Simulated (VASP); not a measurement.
**Ta: relaxation of cell and atoms with PBE**

Crystal: Ta.

```
CELL_PARAMETERS angstrom
2.13889 0.00000 0.00000
0.00000 2.13889 0.00000
0.00000 0.00000 2.13889
ATOMIC_POSITIONS crystal
Ta 0.00000 0.00000 0.00000
```

```json
{
 "Program": "VASP 6.6.1",
 "Task": "relaxation of cell and atoms",
 "Functional": "PBE",
 "Potentials or basis": "VASP PAW PBE potentials, release 64 (Ta_pv)",
 "Cutoff": "600 eV",
 "k mesh": "18 × 18 × 18",
 "Occupations": "fermi-dirac, width 0.08 eV",
 "Spin": "no spin polarisation",
 "Target pressure": "480 GPa",
 "Dipole correction": "no",
 "Further INCAR settings": "ALGO = Normal; EDIFF = 1e-07; IBRION = 2; EDIFFG = -0.005; NSW = 32; ISIF = 3"
}
```

```yaml
Relaxed_volume: 9.85 Å³/atom
Relaxed_cell: a = 2.143 Å, b = 2.143 Å, c = 2.143 Å, α = 90.00°, β = 90.00°, γ = 90.00°
Space_group_after_relaxing_to_0.05_Å: Pm-3m (No. 221)
Energy_change_on_relaxing_the_enthalpy_is_what_falls: -185.7 meV/atom
Ionic_steps: 4
Pressure_after_relaxing: 480.0 GPa
```

Step by step:
| step | energy change (eV) | largest force (eV/Å) | pressure (GPa) | volume (Å³) |
| --- | --- | --- | --- | --- |
| 1 | 0.0000 | 0.0000 | 490.42 | 9.79 |
| 2 | -2.4319 | 0.0000 | 356.27 | 10.71 |
| 3 | -0.1956 | 0.0000 | 479.44 | 9.85 |
| 4 | -0.1857 | 0.0000 | 479.98 | 9.85 |

Final structure:
```
Ta
1.0
     2.14335    0.00000    0.00000
     0.00000    2.14335    0.00000
     0.00000    0.00000    2.14335
Ta
1
Direct
  0.00000 0.00000 0.00000
```

Levels at points of the mesh, in eV from the Fermi level:
```tsv
k point	band 2	band 3	band 4	band 5	band 6	band 7	band 8	band 9
(0.00, 0.00, 0.00)	-31.64	-31.64	-9.53	-7.66	-7.66	13.03	13.03	13.03
(0.50, 0.00, 0.00)	-30.71	-30.71	-5.28	-4.43	2.18	2.64	2.64	14.40
(0.50, 0.50, 0.00)	-38.06	-29.86	-11.81	-2.02	4.92	4.92	11.73	11.73
(0.50, 0.50, 0.50)	-36.80	-36.80	-8.18	-8.18	-8.18	5.44	14.86	21.19
```

It took 58 s on 1 thread of Intel Xeon 8259CL (shared host), peak memory 0.15 GiB.

Caveat: the cell is relaxed towards a set pressure, so the enthalpy falls and the energy may rise; spin-orbit coupling is left out, which moves the levels of the heavy elements.
